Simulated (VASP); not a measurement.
Input of a VASP 6.6.1 run:

POSCAR

```
In
1.0
    3.3354850000      0.0000000000      0.0000000000
   -1.6677420000      2.8886150000      0.0000000000
    0.0000000000      0.0000000000      5.5091430000
In
2
Direct
    0.3333333333      0.6666666667      0.2500000000
    0.6666666667      0.3333333333      0.7500000000
```

Contents of INCAR.step1:

```
SYSTEM = In
  PREC = Accurate
  ENCUT = 520
  ISMEAR = -1
  SIGMA = 0.1
  LREAL = .False.
  LASPH = .True.
  NELM = 60
  NBANDS = 20
  GGA = PE
  ALGO = Normal
  EDIFF = 1E-4
  LWAVE = .True.
  LCHARG = .False.
```

INCAR.step2

```
SYSTEM = In
  PREC = Accurate
  ENCUT = 520
  EDIFF = 1E-6
  ISMEAR = -1
  SIGMA = 0.1
  LREAL = .False.
  LASPH = .True.
  NELM = 60
  ALGO = Normal
  ISIF = 2
  LWAVE = .False.
  LCHARG = .True.
  METAGGA = R2SCAN
  LMIXTAU = .True.
  LELF = .True.
  LVHAR = .True.
  NBANDS = 20
  ISTART = 1
```

Contents of KPOINTS:

```
Automatic mesh
0
Gamma
  8 8 4
  0 0 0
```

Potentials or basis: VASP PAW PBE potentials, release 64 (In_d).

Run with:

```bash
$ cat potpaw_PBE.64/In_d/POTCAR > POTCAR
$ cp INCAR.step1 INCAR
$ mpirun -np 1 vasp_std > vasp.out
$ cp INCAR.step2 INCAR
$ mpirun -np 1 vasp_std > vasp.out
```

Task: Estimate the pressure.

Result: -0.2 GPa.

Task: Predict the band gap on the k mesh.

Result: Zero (bands 13 and 14 overlap by 6.56 eV).

Stress tensor (GPa, compression positive):
```
-0.73  0.00  0.00
 0.00 -0.73  0.00
 0.00  0.00  0.92
```

Caveat: the PAW data sets were made with another functional, which shifts forces and pressure a little; spin-orbit coupling is left out, which moves the levels of the heavy elements.
